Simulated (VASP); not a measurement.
# MgS: relaxation of cell and atoms with PBEsol

The system is MgS.

```xyz
2
Lattice="0.0000 2.6500 2.6500 2.6500 0.0000 2.6500 2.6500 2.6500 0.0000" Properties=species:S:1:pos:R:3 pbc="T T T"
Mg    0.0000    0.0000    0.0000
S     2.6500    2.6500    2.6500
```

- Program: VASP 6.6.1
- Task: relaxation of cell and atoms
- Functional: PBEsol
- Potentials or basis: VASP PAW PBE potentials, release 64 (Mg, S)
- Cutoff: 600 eV
- k mesh: 7 × 7 × 7
- Occupations: gaussian, width 0.02 eV
- Spin: no spin polarisation
- Target pressure: 45 GPa
- Dipole correction: no
- Further INCAR settings: ALGO = Normal; EDIFF = 1e-07; IBRION = 2; EDIFFG = -0.01; NSW = 80; ISIF = 3

```
Relaxed volume                                             : 12.79 Å³/atom
Relaxed cell                                               : a = 3.308 Å, b = 3.308 Å, c = 3.308 Å, α = 60.00°, β = 60.00°, γ = 60.00°
Space group after relaxing (to 0.1 Å)                      : Fm-3m (No. 225)
Energy change on relaxing (the run minimises the enthalpy) : +474.6 meV/atom
Ionic steps                                                : 17
Pressure after relaxing                                    : 45.0 GPa
Band gap on the k mesh                                     : 3.03 eV (least direct gap 5.52 eV)
```

The path:
| step | energy change (eV) | largest force (eV/Å) | pressure (GPa) | volume (Å³) |
| --- | --- | --- | --- | --- |
| 1 | 0.0000 | 0.0000 | -4.77 | 37.22 |
| 2 | 13.5118 | 0.0000 | 449.39 | 13.96 |
| 3 | 0.5309 | 0.0000 | 30.50 | 27.38 |
| 4 | 0.7614 | 0.0000 | 38.65 | 26.31 |
| 5 | 0.9542 | 0.0000 | 45.17 | 25.57 |
| 6 | 0.8976 | 0.0000 | 43.27 | 25.77 |
| 7 | 0.9006 | 0.0000 | 43.37 | 25.76 |
| 8 | 0.9095 | 0.0000 | 43.68 | 25.73 |
| 9 | 0.9097 | 0.0000 | 43.68 | 25.73 |
| 10 | 0.9101 | 0.0000 | 43.69 | 25.73 |
| 11 | 0.9110 | 0.0000 | 43.72 | 25.73 |
| 12 | 0.9128 | 0.0000 | 43.79 | 25.72 |
| 13 | 0.9165 | 0.0000 | 43.91 | 25.71 |
| 14 | 0.9237 | 0.0000 | 44.15 | 25.68 |
| 15 | 0.9384 | 0.0000 | 44.64 | 25.63 |
| 16 | 0.9682 | 0.0000 | 45.63 | 25.52 |
| 17 | 0.9492 | 0.0000 | 45.00 | 25.59 |

Final structure:
```cif
data_structure
_symmetry_space_group_name_H-M 'P 1'
_symmetry_Int_Tables_number 1
_cell_length_a 3.3076
_cell_length_b 3.3076
_cell_length_c 3.3076
_cell_angle_alpha 60.000
_cell_angle_beta 60.000
_cell_angle_gamma 60.000
_cell_volume 25.59
loop_
_atom_site_label
_atom_site_type_symbol
_atom_site_fract_x
_atom_site_fract_y
_atom_site_fract_z
_atom_site_occupancy
Mg1 Mg 0.00000 0.00000 0.00000 1
S1 S 0.50000 0.50000 0.50000 1
```

Levels at points of the mesh, in eV from the valence-band top:
```
           k point  band 1  band 2  band 3  band 4  band 5  band 6  band 7  band 8
(0.00, 0.00, 0.00)  -14.97    0.00    0.00    0.00    6.66    7.39    7.39    7.39
```

It took 89 s on 1 thread of AMD EPYC 7R13 Processor (Zen 3), on a shared host, peak memory 0.15 GiB.

Caveat: the cell is relaxed towards a set pressure, so the run minimises the enthalpy, not the energy; the volume moved by over 15 % at a fixed basis, so the end points are rough; the PAW data sets were made with another functional, which shifts forces and pressure a little; an odd mesh through Γ misses points on the zone boundary, where band edges can lie.
